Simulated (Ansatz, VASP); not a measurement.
## TiSi2 in VASP and in Ansatz

```
Ti Si
1.0
    -1.47287    1.71213    4.21208
     1.47287   -1.71213    4.21208
     1.47287    1.71213   -4.21208
Ti Si
1 2
Direct
  0.00000 0.00000 0.00000
  0.67008 0.67008 0.00000
  0.32992 0.32992 0.00000
```

Alike in both runs: task single point; functional PBE-based screened hybrid with a share of 0.25 of exact exchange and HFSCREEN = 0.2; k mesh 6 × 6 × 6; occupations fermi-dirac, width 0.05 eV; no spin polarisation.

|  | VASP | Ansatz |
| --- | --- | --- |
| version | VASP 6.6.1 | Ansatz 0.2.0 |
| potentials or method | VASP PAW PBE potentials, release 64 (Ti_sv, Si) | Ansatz PAW |
| plane-wave cutoff (eV) | 520 | 420 |
| valence electrons in the cell | 20 | 20 |

|  | VASP | Ansatz | Ansatz less VASP |
| --- | --- | --- | --- |
| gap on the k mesh at the Fermi level (eV) | none | none | - |
| pressure (GPa) | -3.3 | -3.0 | +0.31 |
| traceless stress, the component that is largest in VASP (GPa) | 2.13 | 2.10 | -0.034 |
| rms of the force components (eV/Å) | 0.083 | 0.082 | -0.0006 |

VASP's potentials were made for PBE, not for PBE-based screened hybrid. Atom by atom the forces differ by 0.001 eV/Å (rms over components). A gap of «none» marks a metal or a gap that the smearing closes.

The k mesh is coarse, so the values compare programs but aren't converged.
